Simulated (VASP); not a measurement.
# SrTiO3 (I4/mcm) in VASP: single point with PBEsol

Aim: the single point of SrTiO3 with PBEsol.

Program: VASP 6.6.1. These are calculated values, not measurements. Logs are shortened: lines on timing, memory, paths and dates and some standing lists are left out, and cuts for length are marked.

**1. The cell of the first run**

It takes space group I4/mcm (No. 140, tetragonal). Conventional cell: a = 5.675 Å, b = 5.675 Å, c = 8.031 Å, α = 90.00°, β = 90.00°, γ = 90.00°. Within 3.7 Å of Sr (site symmetry -42m) lie 12 O at 2.79 to 2.89 Å and 8 Ti at 3.48 Å. Ti (site symmetry 4/m) has 6 O at 2.01 Å within 2.7 Å. O (site symmetry 422) has 2 Ti at 2.01 Å within 2.7 Å. Within 2.7 Å of O (site symmetry m2m) lie 2 Ti at 2.01 Å.

**2. Single point, PBEsol (volume scaled by 1.10, then relaxed in part)**

INCAR reads:

```
SYSTEM = SrTiO3
ALGO = Normal ; EDIFF = 1E-6
ENCUT = 520 ; GGA = PS
ISIF = 2 ; ISMEAR = 0
LASPH = .TRUE. ; LCHARG = .TRUE.
LELF = .TRUE. ; LREAL = .FALSE.
LVHAR = .TRUE. ; LWAVE = .FALSE.
NBANDS = 51 ; NELM = 60
PREC = Accurate ; SIGMA = 0.02
```

KPOINTS reads:

```
k-points
0
G
  8 8 8
  0 0 0
```

POSCAR reads:

```
SrTiO3
1.0
   -2.8373390233      2.8373390233      4.0154938178
    2.8373390233     -2.8373390233      4.0154938178
    2.8373390233      2.8373390233     -4.0154938178
Sr Ti O
2 2 6
Direct
    0.7500000000      0.2500000000      0.5000000000
    0.2500000000      0.7500000000      0.5000000000
    0.0000000000      0.0000000000      0.0000000000
    0.5000000000      0.5000000000      0.0000000000
    0.2500000000      0.2500000000      0.0000000000
    0.7500000000      0.7500000000      0.0000000000
    0.7413042007      0.2413042007      0.9826084015
    0.2413042007      0.2586957993      0.5000000000
    0.2586957993      0.7586957993      0.0173915985
    0.7586957993      0.7413042007      0.5000000000
```

Potentials or basis: VASP PAW PBE potentials, release 64 (Sr_sv, Ti_sv, O).

Command:

```
$ cat potpaw_PBE.64/Sr_sv/POTCAR potpaw_PBE.64/Ti_sv/POTCAR potpaw_PBE.64/O/POTCAR > POTCAR
$ mpirun -np 1 vasp_std > vasp.out
```

OUTCAR:

```text
SYSTEM = SrTiO3
   EDIFF = 1E-6
   ENCUT = 520
   GGA = PS
   ISIF = 2
   ISMEAR = 0
   LASPH = .TRUE.
   LREAL = .FALSE.
   NELM = 60
   PREC = Accurate

 ion  position               nearest neighbor table
   1  0.750  0.250  0.500-   9 2.79   8 2.79  10 2.79   7 2.79   5 2.84   6 2.84   6 2.84   5 2.84
                             7 2.89   9 2.89   8 2.89  10 2.89   4 3.48   3 3.48   4 3.48   4 3.48
   2  0.250  0.750  0.500-   7 2.79   8 2.79  10 2.79   9 2.79   5 2.84   6 2.84   5 2.84   6 2.84
                             9 2.89   7 2.89  10 2.89   8 2.89   4 3.48   3 3.48   4 3.48   3 3.48
   3  0.000  0.000  0.000-   7 2.01   9 2.01   8 2.01  10 2.01   5 2.01   6 2.01   1 3.48   2 3.48
                             1 3.48   1 3.48   2 3.48   2 3.48   1 3.48   2 3.48
   4  0.500  0.500  0.000-   7 2.01   9 2.01  10 2.01   8 2.01   5 2.01   6 2.01   1 3.48   2 3.48
                             2 3.48   1 3.48   2 3.48   1 3.48   2 3.48   1 3.48
   5  0.250  0.250  0.000-   3 2.01   4 2.01   1 2.84   2 2.84   2 2.84   1 2.84
   6  0.750  0.750  0.000-   3 2.01   4 2.01   1 2.84   2 2.84   1 2.84   2 2.84
   7  0.741  0.241  0.983-   3 2.01   4 2.01   2 2.79   1 2.79   1 2.89   2 2.89
   8  0.241  0.259  0.500-   4 2.01   3 2.01   1 2.79   2 2.79   1 2.89   2 2.89
   9  0.259  0.759  0.017-   3 2.01   4 2.01   1 2.79   2 2.79   2 2.89   1 2.89
  10  0.759  0.741  0.500-   3 2.01   4 2.01   1 2.79   2 2.79   1 2.89   2 2.89

  LATTYP: Found a body centered tetragonal cell.
 ALAT       =     5.6746780466
 C/A-ratio  =     1.4152322951

  Lattice vectors:

 A1 = (  -2.8373390233,   2.8373390233,   4.0154938178)
 A2 = (   2.8373390233,  -2.8373390233,   4.0154938178)
 A3 = (   2.8373390233,   2.8373390233,  -4.0154938178)

Analysis of symmetry for initial positions (statically):
=====================================================================
 Subroutine PRICEL returns:
 Original cell was already a primitive cell.

 Routine SETGRP: Setting up the symmetry group for a
 body centered tetragonal supercell.

 Subroutine GETGRP returns: Found 16 space group operations
 (whereof  8 operations were pure point group operations)
 out of a pool of 16 trial point group operations.

The static configuration has the point symmetry C_4h.
 The point group associated with its full space group is D_4h.

Analysis of symmetry for dynamics (positions and initial velocities):
=====================================================================
 Subroutine PRICEL returns:
 Original cell was already a primitive cell.

 Routine SETGRP: Setting up the symmetry group for a
[... 134 lines left out ...]
   NELECT =      80.0000    total number of electrons
   NUPDOWN=      -1.0000    fix difference up-down
   EMIN   =  10.00;   EMAX   =-10.00  energy-range for DOS
   EFERMI =   0.00;   METHOD = LEGACY
   ISMEAR =     0;   SIGMA  =   0.02  broadening in eV -4-tet -1-fermi 0-gaus
   EFERMI_NEDOS =   21; number of points for ismear=-14 and -15
   IALGO  =     38    algorithm
   IMIX   =      4    mixing-type and parameters
     AMIX     =   0.40;   BMIX     =  1.00
     AMIX_MAG =   1.60;   BMIX_MAG =  1.00
  volume/ion in A,a.u.               =      12.93        87.26
  Fermi-wavevector in a.u.,A,eV,Ry     =   1.394968  2.636108 26.476076  1.945937
  Thomas-Fermi vector in A             =   2.518466
   LORBIT       =      0    0 simple, 1 ext, 2 COOP (PROOUT), +10 PAW based schemes
   GGA     = PS    functional components
   LHFCALC =     F    Hartree Fock is set to
   AEXX    =    0.0000 exact exchange contribution
   IVDW    =     0    specifies the selected vdW correction
   LEPSILON=     F    determine dielectric tensor
   LRPA    =     F    only Hartree local field effects (RPA)
 non-spin polarized calculation
 Gauss-broadening in eV      SIGMA  =   0.02
  energy-cutoff  :      520.00
  volume of cell :      129.31
 maximum number of plane-waves:      3511
   NGX = 21   NGY = 21   NGZ = 21

 number of electron      79.9999996 magnetization

 Free energy of the ion-electron system (eV)
  ---------------------------------------------------
  ext. energy  EPLUGINS =         0.00000000
  ---------------------------------------------------
  free energy    TOTEN  =       -83.53963835 eV

  energy without entropy =      -83.53963835  energy(sigma->0) =      -83.53963835

 E-fermi :   3.4529     XC(G=0): -11.1071

 val. band max:        3.3616450233   @ k =   0.0000   0.0000   0.0000
 cond. band min:       5.0279414038   @ k =   0.0000   0.0000   0.0000
 fundamental gap:      1.6662963805
 Fermi energy:         3.4528721930

 k-point     1 :       0.0000    0.0000    0.0000
  band No.  band energies     occupation
      1     -53.1651      2.00000
      2     -53.1621      2.00000
      3     -29.5202      2.00000
      4     -29.5199      2.00000
      5     -29.5199      2.00000
      6     -29.5172      2.00000
[... 1285 lines left out ...]
     50       9.7170      0.00000
     51      10.5950      0.00000

 [... further k-points ...]

------------------------ aborting loop because EDIFF is reached ----------------------------------------

  FORCE on cell =-STRESS in cart. coord.  units (eV):
  Direction    XX          YY          ZZ          XY          YZ          ZX
  --------------------------------------------------------------------------------------
  -------------------------------------------------------------------------------------
  Total      -10.9842494    -10.9842494    -11.0060247      0.0000000      0.0000000      0.0000000
  in kB     -136.1004467   -136.1004467   -136.3702548      0.0000000      0.0000000      0.0000000
  external PRESSURE =    -136.1903827 kB  Pullay stress =       0.0000000 kB

 VOLUME and BASIS-vectors are now :
 -----------------------------------------------------------------------------
  energy-cutoff  :      520.00
  volume of cell :      129.31
      direct lattice vectors                 reciprocal lattice vectors
    -2.837339023  2.837339023  4.015493818     0.000000000  0.176221451  0.124517686
     2.837339023 -2.837339023  4.015493818     0.176221451  0.000000000  0.124517686
     2.837339023  2.837339023 -4.015493818     0.176221451  0.176221451  0.000000000

 POSITION                                       TOTAL-FORCE (eV/Angst)
 -----------------------------------------------------------------------------------
      0.00000      2.83734      2.00775         0.000000     -0.000000     -0.000000
      2.83734      0.00000      2.00775         0.000000     -0.000000     -0.000000
      0.00000      0.00000      0.00000         0.000000     -0.000000     -0.000000
      0.00000      0.00000      4.01549        -0.000000     -0.000000     -0.000000
      0.00000      0.00000      2.00775         0.000000     -0.000000     -0.000000
      0.00000      0.00000      6.02324        -0.000000     -0.000000     -0.000000
      1.36932      4.20666     -0.00000         0.000969      0.000969      0.000000
      1.46802      1.36932      0.00000        -0.000969      0.000969      0.000000
      1.46802     -1.36932      4.01549        -0.000969     -0.000969     -0.000000
      1.36932      1.46802      4.01549         0.000969     -0.000969      0.000000
 -----------------------------------------------------------------------------------
    total drift:                               -0.000000      0.000000      0.000000

  FREE ENERGIE OF THE ION-ELECTRON SYSTEM (eV)
  ---------------------------------------------------
  free  energy   TOTEN  =       -83.5396383492 eV

  energy  without entropy=      -83.5396383492  energy(sigma->0) =      -83.53963835
```

OSZICAR:

```text
N       E                     dE             d eps       ncg     rms          rms(c)
DAV:   1     0.952138836071E+03    0.95214E+03   -0.39988E+04  6018   0.169E+03
DAV:   2     0.396222502645E+02   -0.91252E+03   -0.85931E+03  6591   0.485E+02
DAV:   3    -0.962742864791E+02   -0.13590E+03   -0.13300E+03  7986   0.179E+02
DAV:   4    -0.103280771985E+03   -0.70065E+01   -0.69863E+01  9052   0.402E+01
DAV:   5    -0.103591227810E+03   -0.31046E+00   -0.31015E+00  8604   0.673E+00    0.341E+01
DAV:   6    -0.835884161472E+02    0.20003E+02   -0.10887E+02  9013   0.668E+01    0.203E+01
DAV:   7    -0.838718887346E+02   -0.28347E+00   -0.19968E+01  8072   0.250E+01    0.142E+01
DAV:   8    -0.836493089584E+02    0.22258E+00   -0.32685E+00  8321   0.141E+01    0.438E+00
DAV:   9    -0.835549014736E+02    0.94407E-01   -0.74698E-01  8360   0.588E+00    0.141E+00
DAV:  10    -0.835724478736E+02   -0.17546E-01   -0.31205E-01  7304   0.259E+00    0.157E+00
DAV:  11    -0.835392695432E+02    0.33178E-01   -0.81278E-02  8333   0.229E+00    0.182E-01
DAV:  12    -0.835396894062E+02   -0.41986E-03   -0.11069E-02  7878   0.480E-01    0.112E-01
DAV:  13    -0.835400151728E+02   -0.32577E-03   -0.29603E-03  8758   0.450E-01    0.175E-01
DAV:  14    -0.835397123995E+02    0.30277E-03   -0.21900E-03  8274   0.384E-01    0.723E-02
DAV:  15    -0.835396768854E+02    0.35514E-04   -0.16354E-04  7708   0.849E-02    0.515E-02
DAV:  16    -0.835396375757E+02    0.39310E-04   -0.18381E-04  8326   0.888E-02    0.112E-02
DAV:  17    -0.835396381788E+02   -0.60314E-06   -0.15710E-05  7405   0.248E-02    0.439E-03
DAV:  18    -0.835396383492E+02   -0.17034E-06   -0.38070E-07  3718   0.422E-03
   1 F= -.83539638E+02 E0= -.83539638E+02  d E =-.413861E-13
```

It used 930 s of CPU time on 1 thread of AMD EPYC 7R13 Processor (Zen 3), with other jobs on the host.

What came out:

```yaml
Free_energy: -83.5396 eV
Pressure: -13.6 GPa
Band_gap_on_the_k_mesh: 1.67 eV
```

Caveat: the PAW data sets were made with another functional, which shifts forces and pressure a little. A k mesh can miss the band edges.
